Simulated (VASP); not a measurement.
# Cu (R-3m) in VASP: notebook, part 2 of 2

VASP 6.6.1. The steps go on from the part before.

## (5) Relaxation of cell and atoms, PBE

This run uses another cell than the first one, of 13.30 Å³/atom, 1.112 times its volume.

INCAR reads:

```
SYSTEM = Cu
PREC     = Accurate       ! precision mode
ENCUT    = 600            ! plane-wave cutoff, eV
EDIFF    = 1E-7           ! SCF threshold, eV
ISMEAR   = 0              ! smearing method
SIGMA    = 0.1            ! smearing width, eV
LREAL    = .FALSE.        ! projectors in reciprocal space
LASPH    = .TRUE.         ! aspherical terms in the spheres
NELM     = 100            ! most SCF steps
ALGO     = Normal         ! electronic algorithm
ISIF     = 3              ! what is computed and relaxed
LWAVE    = .FALSE.        ! write WAVECAR
LCHARG   = .FALSE.        ! write CHGCAR
GGA      = PE             ! functional
IBRION   = 2              ! ionic algorithm
NSW      = 90             ! ionic steps
EDIFFG   = -0.04          ! ionic threshold
```

KPOINTS reads:

```
regular mesh
0
G
  9 9 9
  0 0 0
```

POSCAR reads:

```
Cu
1.0
    1.3357136028      0.7711746081      6.4554200298
   -1.3357136028      0.7711746081      6.4554200298
    0.0000000000     -1.5423492163      6.4554200298
Cu
3
Direct
    0.0000000000      0.0000000000      0.0000000000
    0.2222200000      0.2222200000      0.2222200000
    0.7777800000      0.7777800000      0.7777800000
```

Potentials or basis: VASP PAW PBE potentials, release 64 (Cu).

The run is started by

```bash
> cat potpaw_PBE.64/Cu/POTCAR > POTCAR
> mpirun -np 1 vasp_std > vasp.out
```

OUTCAR:

```text
SYSTEM = Cu
   PREC = Accurate
   ENCUT = 600
   EDIFF = 1E-7
   ISMEAR = 0
   LREAL = .FALSE.
   LASPH = .TRUE.
   NELM = 100
   ISIF = 3
   GGA = PE
   IBRION = 2
   NSW = 90
   EDIFFG = -0.04

 ion  position               nearest neighbor table
   1  0.000  0.000  0.000-   3 2.65   3 2.65   2 2.65   2 2.65   3 2.65   2 2.65
   2  0.222  0.222  0.222-   3 2.65   3 2.65   3 2.65   1 2.65   1 2.65   1 2.65
   3  0.778  0.778  0.778-   2 2.65   2 2.65   2 2.65   1 2.65   1 2.65   1 2.65

  LATTYP: Found a trigonal (rhomboedric) cell.
 ALAT       =     6.6371144985
 COS(alpha) =     0.9189975651

  Lattice vectors:

 A1 = (   1.3357136028,   0.7711746081,   6.4554200298)
 A2 = (  -1.3357136028,   0.7711746081,   6.4554200298)
 A3 = (   0.0000000000,  -1.5423492163,   6.4554200298)

Analysis of symmetry for initial positions (statically):
=====================================================================
 Subroutine PRICEL returns:
 Original cell was already a primitive cell.

 Routine SETGRP: Setting up the symmetry group for a
 trigonal (rhombohedral) supercell.

 Subroutine GETGRP returns: Found 12 space group operations
 (whereof 12 operations were pure point group operations)
 out of a pool of 12 trial point group operations.
[... 174 lines left out ...]
  -------------------------------------------------------------------------------------
  Total       -2.9887052     -2.9887052     -2.1525592      0.0000000      0.0000000     -0.0000000
  in kB     -120.0195056   -120.0195056    -86.4418136      0.0000000      0.0000000     -0.0000000
  external PRESSURE =    -108.8269416 kB  Pullay stress =       0.0000000 kB
[... 135 lines left out ...]
--------------------------------------- Ionic step        5  -------------------------------------------

 number of electron      33.0000012 magnetization

 Free energy of the ion-electron system (eV)
  ---------------------------------------------------
  ext. energy  EPLUGINS =         0.00000000
  ---------------------------------------------------
  free energy    TOTEN  =       -11.20309789 eV

  energy without entropy =      -11.19875727  energy(sigma->0) =      -11.20092758

 E-fermi :   7.4560     XC(G=0): -12.6266

 val. band max:        7.4365423943   @ k =   0.4444   0.2222   0.0000
 cond. band min:       7.4880163164   @ k =  -0.2222   0.1111   0.1111
 fundamental gap:      0.0514739221
 Fermi energy:         7.4559930558

 k-point     1 :       0.0000    0.0000    0.0000
  band No.  band energies     occupation
      1      -1.8460      2.00000
      2       1.4625      2.00000
      3       1.4667      2.00000
      4       4.3805      2.00000
      5       4.3856      2.00000
      6       4.3856      2.00000
[... 541 lines left out ...]
     19      12.2046      0.00000
     20      13.2192      0.00000

 [... further k-points ...]

------------------------ aborting loop because EDIFF is reached ----------------------------------------

  FORCE on cell =-STRESS in cart. coord.  units (eV):
  Direction    XX          YY          ZZ          XY          YZ          ZX
  --------------------------------------------------------------------------------------
  -------------------------------------------------------------------------------------
  Total       -0.1114236     -0.1114236      0.1144507      0.0000000     -0.0000000      0.0000000
  in kB       -4.9534569     -4.9534569      5.0880286      0.0000000     -0.0000000      0.0000000
  external PRESSURE =      -1.6062951 kB  Pullay stress =       0.0000000 kB
[... 18 lines left out ...]
  FREE ENERGIE OF THE ION-ELECTRON SYSTEM (eV)
  ---------------------------------------------------
  free  energy   TOTEN  =       -11.2030978941 eV

  energy  without entropy=      -11.1987572701  energy(sigma->0) =      -11.20092758

 reached required accuracy - stopping structural energy minimisation
```

CONTCAR:

```text
Cu
   1.00000000000000
     1.2828084623432439    0.7406298110181996    6.3221563212893752
    -1.2828084623432439    0.7406298110181996    6.3221563212893752
     0.0000000000000000   -1.4812596221303687    6.3221563212891256
  Cu
     3
Direct
     1.0000000000000000    1.0000000000000000    1.0000000000000000
     0.2222806567872882    0.2222806567872882    0.2222806567872882
     0.7777193432127119    0.7777193432127119    0.7777193432127119

  0.00000000E+00  0.00000000E+00  0.00000000E+00
  0.00000000E+00  0.00000000E+00  0.00000000E+00
  0.00000000E+00  0.00000000E+00  0.00000000E+00
```

Run time: 16 min. Hardware: 1 thread of Intel Xeon 6975P-C (Granite Rapids), shared host; peak memory 0.47 GiB.

What came out:

```yaml
Free_energy: -11.2031 eV
Relaxed_volume: 12.01 Å³/atom
Relaxed_cell: a = 6.493 Å, b = 6.493 Å, c = 6.493 Å, α = 22.79°, β = 22.79°, γ = 22.79°
Space_group_after_relaxing_to_0.05_Å: R-3m (No. 166)
Energy_gained_by_relaxing: 51.5 meV/atom
Ionic_steps: 5
Pressure_after_relaxing: -0.2 GPa
Largest_force_after_relaxing: 0.006 eV/Å
```

Forces in eV/Å, atoms in the order of the input:
```
Cu   0.000  0.000  0.000
Cu   0.000  0.000  0.006
Cu   0.000  0.000 -0.006
```

Step by step:
```csv
step,energy change (eV),largest force (eV/Å),pressure (GPa),volume (Å³)
1,0.0000,0.0152,-10.88,39.90
2,-0.1382,0.0115,4.59,34.90
3,-0.1522,0.0131,0.22,35.95
4,-0.1522,0.0132,-0.07,36.02
5,-0.1546,0.0060,-0.16,36.04
```

Final structure:
```xyz
3
Lattice="1.2828 0.7406 6.3222 -1.2828 0.7406 6.3222 0.0000 -1.4813 6.3222" Properties=species:S:1:pos:R:3 pbc="T T T"
Cu    0.0000    0.0000   18.9665
Cu    0.0000    0.0000    4.2159
Cu    0.0000    0.0000   14.7506
```

Levels at points of the mesh, in eV from the Fermi level:
| k point | band 13 | band 14 | band 15 | band 16 | band 17 | band 18 | band 19 | band 20 |
| --- | --- | --- | --- | --- | --- | --- | --- | --- |
| (0.00, 0.00, 0.00) | -2.41 | -2.41 | -1.95 | -1.95 | -1.86 | -1.86 | 8.29 | 8.30 |

## (6) The runs side by side

| task | cell | k mesh | cutoff (eV) | gap on the mesh (eV) | pressure (GPa) | largest force (eV/Å) |
| --- | --- | --- | --- | --- | --- | --- |
| single point | a = 6.492 Å, angles 22.7°, 3 atoms | 21 × 21 × 21 | 520 | none | 0.6 | - |
| single point | a = 6.637 Å, angles 23.2°, 3 atoms | 9 × 9 × 9 | 520 | none | -10.9 | 0.01 |
| single point | a = 6.502 Å, angles 22.7°, 3 atoms | 9 × 9 × 9 | 520 | none | 0.7 | - |
| relaxation of cell and atoms | relaxed from a = 6.637 Å, angles 23.2°, 3 atoms | 9 × 9 × 9 | 600 | none | -0.2 | 0.01 |

Alike in all rows: level PBE; potentials or basis VASP PAW PBE potentials, release 64 (Cu); no spin polarisation; smearing gaussian 0.1 eV.

Absolute energies hang on the potentials; compare differences alone.
